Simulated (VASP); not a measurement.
# AlN (F-43m) in VASP: notebook

AlN is run at these levels: LDA; tasks: elastic constants.

All numbers are computed with VASP 6.6.1; they aren't measurements. Logs are shortened: lines on timing, memory, paths and dates and some standing lists are left out, and cuts for length are marked.

**1. The cell of the first run**

The structure is cubic, space group F-43m (No. 216). The conventional cell has a = 4.252 Å, b = 4.252 Å, c = 4.252 Å, α = 90.00°, β = 90.00°, γ = 90.00°. Within 2.4 Å of Al (site symmetry -43m) lie 4 N at 1.84 Å. Within 2.4 Å of N (site symmetry -43m) lie 4 Al at 1.84 Å.

**2. Elastic constants, LDA**

INCAR

```
SYSTEM = AlN
PREC = Accurate ; ENCUT = 600
EDIFF = 1E-8 ; ISMEAR = 0
SIGMA = 0.01 ; LREAL = .False.
LASPH = .True. ; NELM = 80
ALGO = Normal ; ISIF = 3
LWAVE = .False. ; LCHARG = .False.
IBRION = 6 ; NFREE = 2
POTIM = 0.015 ; NSW = 1
```

KPOINTS

```
regular mesh
0
Gamma
  10 10 10
  0 0 0
```

POSCAR

```
AlN
1.0
    0.0000000000      2.1258939523      2.1258939523
    2.1258939523      0.0000000000      2.1258939523
    2.1258939523      2.1258939523      0.0000000000
Al N
1 1
Direct
    0.0000000000      0.0000000000      0.0000000000
    0.2500000000      0.2500000000      0.2500000000
```

Potentials or basis: VASP PAW LDA potentials, release 64 (Al, N).

On the command line:

```console
cat potpaw_LDA.64/Al/POTCAR potpaw_LDA.64/N/POTCAR > POTCAR
mpirun -np 1 vasp_std > vasp.out
```

OUTCAR:

```text
SYSTEM = AlN
   PREC = Accurate
   ENCUT = 600
   EDIFF = 1E-8
   ISMEAR = 0
   LREAL = .False.
   LASPH = .True.
   NELM = 80
   ISIF = 3
   IBRION = 6
   NFREE = 2
   POTIM = 0.015
   NSW = 1

 ion  position               nearest neighbor table
   1  0.000  0.000  0.000-   2 1.84   2 1.84   2 1.84   2 1.84
   2  0.250  0.250  0.250-   1 1.84   1 1.84   1 1.84   1 1.84

  LATTYP: Found a face centered cubic cell.
 ALAT       =     4.2517879046

  Lattice vectors:

 A1 = (   0.0000000000,   2.1258939523,   2.1258939523)
 A2 = (   2.1258939523,   0.0000000000,   2.1258939523)
 A3 = (   2.1258939523,   2.1258939523,   0.0000000000)

Analysis of symmetry for initial positions (statically):
=====================================================================
 Subroutine PRICEL returns:
 Original cell was already a primitive cell.

 Routine SETGRP: Setting up the symmetry group for a
 face centered cubic supercell.

 Subroutine GETGRP returns: Found 24 space group operations
 (whereof 24 operations were pure point group operations)
 out of a pool of 48 trial point group operations.

The static configuration has the point symmetry T_d .

Analysis of symmetry for dynamics (positions and initial velocities):
=====================================================================
 Subroutine PRICEL returns:
 Original cell was already a primitive cell.

 Routine SETGRP: Setting up the symmetry group for a
 face centered cubic supercell.

 Subroutine GETGRP returns: Found 24 space group operations
 (whereof 24 operations were pure point group operations)
 out of a pool of 48 trial point group operations.

The dynamic configuration has the point symmetry T_d .

 Subroutine INISYM returns: Found 24 space group operations
 (whereof 24 operations are pure point group operations),
 and found     1 'primitive' translations

----------------------------------------------------------------------------------------

                                     Primitive cell

  volume of cell :      19.2156

  direct lattice vectors                    reciprocal lattice vectors
     0.000000000  2.125893952  2.125893952    -0.235195175  0.235195175  0.235195175
     2.125893952  0.000000000  2.125893952     0.235195175 -0.235195175  0.235195175
     2.125893952  2.125893952  0.000000000     0.235195175  0.235195175 -0.235195175

  length of vectors
     3.006468060  3.006468060  3.006468060     0.407369993  0.407369993  0.407369993

  position of ions in fractional coordinates (direct lattice)
     0.000000000  0.000000000  0.000000000
     0.250000000  0.250000000  0.250000000

  ion indices of the primitive-cell ions
   primitive index   ion index
                 1           1
                 2           2

----------------------------------------------------------------------------------------

 KPOINTS: regular mesh

Automatic generation of k-mesh.
 Grid dimensions read from file:
 generate k-points for:   10   10   10

 Generating k-lattice:

  Cartesian coordinates                     Fractional coordinates (reciprocal lattice)
[... 100 lines left out ...]

 number of electron       7.9999999 magnetization

 Free energy of the ion-electron system (eV)
  ---------------------------------------------------
  ext. energy  EPLUGINS =         0.00000000
  ---------------------------------------------------
  free energy    TOTEN  =       -16.31359235 eV

  energy without entropy =      -16.31359235  energy(sigma->0) =      -16.31359235

------------------------ aborting loop because EDIFF is reached ----------------------------------------

  FORCE on cell =-STRESS in cart. coord.  units (eV):
  Direction    XX          YY          ZZ          XY          YZ          ZX
  --------------------------------------------------------------------------------------
  -------------------------------------------------------------------------------------
  Total        1.8975204      1.8975204      1.8975204      0.0000000     -0.0000000      0.0000000
  in kB      158.2130342    158.2130342    158.2130342      0.0000000     -0.0000000      0.0000000
  external PRESSURE =     158.2130342 kB  Pullay stress =       0.0000000 kB
[... 89 lines left out ...]
  FREE ENERGIE OF THE ION-ELECTRON SYSTEM (eV)
  ---------------------------------------------------
  free  energy   TOTEN  =       -16.2803559473 eV

  energy  without entropy=      -16.2803559473  energy(sigma->0) =      -16.28035595

[... ionic steps 4 to 14 ...]

--------------------------------------- Ionic step       15  -------------------------------------------

 number of electron       7.9999999 magnetization

------------------------ aborting loop because EDIFF is reached ----------------------------------------
[... 67 lines left out ...]
--------------------------------------- Ionic step       17  -------------------------------------------

 number of electron       7.9999999 magnetization

 Free energy of the ion-electron system (eV)
  ---------------------------------------------------
  ext. energy  EPLUGINS =         0.00000000
  ---------------------------------------------------
  free energy    TOTEN  =       -16.31154240 eV

  energy without entropy =      -16.31154240  energy(sigma->0) =      -16.31154240

 E-fermi :   6.6435     XC(G=0): -11.6234

 val. band max:        6.5392698658   @ k =   0.0000   0.0000   0.0000
 cond. band min:       9.7533948063   @ k =   0.5000   0.5000   0.0000
 fundamental gap:      3.2141249405
 Fermi energy:         6.6434562351

 k-point     1 :       0.0000    0.0000    0.0000
  band No.  band energies     occupation
      1      -8.8112      2.00000
      2       6.4581      2.00000
      3       6.4990      2.00000
      4       6.5393      2.00000
      5      11.4740      0.00000
      6      19.6420      0.00000
      7      19.6462      0.00000
      8      19.6493      0.00000
[... 243 lines left out ...]
 k-point    24 :       0.4000    0.3000    0.0000
  band No.  band energies     occupation
      1      -6.5136      2.00000
      2       2.1587      2.00000
      3       4.7010      2.00000
      4       5.0148      2.00000
      5      11.4903      0.00000
      6      16.3670      0.00000
      7      19.6069      0.00000
      8      21.7728      0.00000

 [... further k-points ...]
[... 5 lines left out ...]
  --------------------------------------------------------------------------------------
  -------------------------------------------------------------------------------------
  Total        1.8968720      1.9044614      1.9044614      0.0000000      0.2024544      0.0000000
  in kB      158.1589650    158.7917616    158.7917616      0.0000000     16.8804094      0.0000000
  external PRESSURE =     158.5808294 kB  Pullay stress =       0.0000000 kB
[... 17 lines left out ...]
  FREE ENERGIE OF THE ION-ELECTRON SYSTEM (eV)
  ---------------------------------------------------
  free  energy   TOTEN  =       -16.3115423975 eV

  energy  without entropy=      -16.3115423975  energy(sigma->0) =      -16.31154240

 INTERNAL STRAIN TENSORS FROM STRAINED CELLS
 ============================================

 INTERNAL STRAIN TENSOR FOR ION    1 for displacements in x,y,z  (eV/Angst):
          X           Y           Z          XY          YZ          ZX
  --------------------------------------------------------------------------------
  x    -0.00000     0.00000    -0.00000    -0.00000    13.48396     0.00000
  y    -0.00000     0.00000    -0.00000     0.00000     0.00000    13.48357
  z    -0.00000     0.00000    -0.00000    13.48284    -0.00000    -0.00000

 INTERNAL STRAIN TENSORS FROM DISPLACED ATOMS
 ============================================

 INTERNAL STRAIN TENSOR FOR ION    1 for displacements in x,y,z  (eV/Angst):
          X           Y           Z          XY          YZ          ZX
  --------------------------------------------------------------------------------
  x     0.00000    -0.00000    -0.00000     0.00000    13.51131     0.00000
  y     0.00000     0.00000     0.00000     0.00000     0.00000    13.51131
  z    -0.00000    -0.00000     0.00000    13.51131     0.00000     0.00000

 INTERNAL STRAIN TENSOR FOR ION    2 for displacements in x,y,z  (eV/Angst):
          X           Y           Z          XY          YZ          ZX
  --------------------------------------------------------------------------------
  x     0.00000     0.00000     0.00000     0.00000   -13.49590     0.00000
  y    -0.00000     0.00000    -0.00000     0.00000     0.00000   -13.49590
  z     0.00000     0.00000     0.00000   -13.49590     0.00000     0.00000

 Eigenvectors and eigenvalues of the dynamical matrix
 ----------------------------------------------------

   1 f  =   21.980399 THz   138.106917 2PiTHz  733.187175 cm-1    90.903583 meV
             X         Y         Z           dx          dy          dz
      0.000000  0.000000  0.000000     0.000000    0.584531    0.000000
      1.062947  1.062947  1.062947     0.000000   -0.811371    0.000000
[... 21 lines left out ...]
   6 f/i=    0.000906 THz     0.005695 2PiTHz    0.030234 cm-1     0.003749 meV
             X         Y         Z           dx          dy          dz
      0.000000  0.000000  0.000000     0.000000    0.000000    0.811371
      1.062947  1.062947  1.062947     0.000000    0.000000    0.584531

--------------------------------------------------------------------------------------------------------

 ELASTIC MODULI CONTR FROM IONIC RELAXATION (kBar)
 Direction    XX          YY          ZZ          XY          YZ          ZX
 --------------------------------------------------------------------------------
 XX          -0.0000     -0.0000     -0.0000      0.0000     -0.0000     -0.0000
 YY          -0.0000     -0.0000     -0.0000      0.0000      0.0000     -0.0000
 ZZ          -0.0000     -0.0000     -0.0000     -0.0000      0.0000     -0.0000
 XY           0.0000      0.0000     -0.0000   -834.3527      0.0000      0.0000
 YZ          -0.0000      0.0000      0.0000      0.0000   -834.3527      0.0000
 ZX          -0.0000     -0.0000     -0.0000      0.0000      0.0000   -834.3527
 --------------------------------------------------------------------------------

 TOTAL ELASTIC MODULI (kBar)
 Direction    XX          YY          ZZ          XY          YZ          ZX
 --------------------------------------------------------------------------------
 XX        3367.3629   2136.4698   2136.4698      0.0000     -0.0000     -0.0000
 YY        2136.4698   3367.3629   2136.4698      0.0000      0.0000     -0.0000
 ZZ        2136.4698   2136.4698   3367.3629     -0.0000     -0.0000     -0.0000
 XY           0.0000      0.0000     -0.0000   1984.9401      0.0000      0.0000
 YZ          -0.0000      0.0000     -0.0000      0.0000   1984.9401      0.0000
 ZX          -0.0000     -0.0000     -0.0000      0.0000      0.0000   1984.9401
 --------------------------------------------------------------------------------
```

Wall time 9.6 min (1 thread of Intel Xeon 8259CL, shared host); peak memory 0.2 GiB.

What came out:

- Elastic constants C11, C12, C44: 337, 214, 198 GPa
- Voigt bulk modulus: 255 GPa
- Highest phonon frequency at Γ, LO-TO splitting left out: 733 cm⁻¹

Phonon frequencies in cm⁻¹ (negative: imaginary):
| q point | frequencies |
| --- | --- |
| (0.000, 0.000, 0.000) | 0 0 0 733 733 733 |

Elastic tensor in Voigt notation (GPa, in the Cartesian axes of the cell as first typed):
```
337 214 214   0   0   0
214 337 214   0   0   0
214 214 337   0   0   0
  0   0   0 198   0   0
  0   0   0   0 198   0
  0   0   0   0   0 198
```

Clamped-ion elastic tensor (GPa):
```
337 214 214   0   0   0
214 337 214   0   0   0
214 214 337   0   0   0
  0   0   0 282   0   0
  0   0   0   0 282   0
  0   0   0   0   0 282
```

Caveat: the cell is under stress, which shifts elastic constants.

**3. Elastic constants, LDA**

This run uses another cell than the first one, of 9.80 Å³/atom.

INCAR

```
PREC     = Accurate       # precision mode
ENCUT    = 600            # plane-wave cutoff, eV
EDIFF    = 1E-8           # SCF threshold, eV
ISMEAR   = 0              # smearing method
SIGMA    = 0.01           # smearing width, eV
LREAL    = False          # projectors in reciprocal space
LASPH    = True           # aspherical terms in the spheres
NELM     = 100            # most SCF steps
ALGO     = Normal         # electronic algorithm
ISIF     = 3              # what is computed and relaxed
LWAVE    = False          # write WAVECAR
LCHARG   = False          # write CHGCAR
IBRION   = 6              # ionic algorithm
NFREE    = 2            
POTIM    = 0.015          # step
NSW      = 1              # ionic steps
```

KPOINTS

```
Automatic mesh
0
Gamma
  10 10 10
```

POSCAR

```
AlN
1.0
    0.0000000000      2.1397307109      2.1397307109
    2.1397307109      0.0000000000      2.1397307109
    2.1397307109      2.1397307109      0.0000000000
Al N
1 1
Direct
    0.0000000000      0.0000000000      0.0000000000
    0.2500000000      0.2500000000      0.2500000000
```

Potentials or basis: VASP PAW LDA potentials, release 64 (Al, N).

On the command line:

```console
cat potpaw_LDA.64/Al/POTCAR potpaw_LDA.64/N/POTCAR > POTCAR
mpirun -np 1 vasp_std > vasp.out
```

Run time: 9.8 min. Hardware: 1 thread of Intel Xeon 8259CL, shared host; peak memory 0.21 GiB.

The run converged. Its results:

```
Elastic constants C11, C12, C44                         : 325, 199, 196 GPa
Voigt bulk modulus                                      : 241 GPa
Highest phonon frequency at Γ, LO-TO splitting left out : 713 cm⁻¹
```

Phonon frequencies in cm⁻¹ (negative: imaginary):
```tsv
q point	frequencies
(0.000, 0.000, 0.000)	0 0 0 713 713 713
```

Elastic tensor in Voigt notation (GPa, in the Cartesian axes of the cell as first typed):
```
325 199 199   0   0   0
199 325 199   0   0   0
199 199 325   0   0   0
  0   0   0 196   0   0
  0   0   0   0 196   0
  0   0   0   0   0 196
```

Clamped-ion elastic tensor (GPa):
```
325 199 199   0   0   0
199 325 199   0   0   0
199 199 325   0   0   0
  0   0   0 267   0   0
  0   0   0   0 267   0
  0   0   0   0   0 267
```

Caveat: the cell is under stress, which shifts elastic constants.
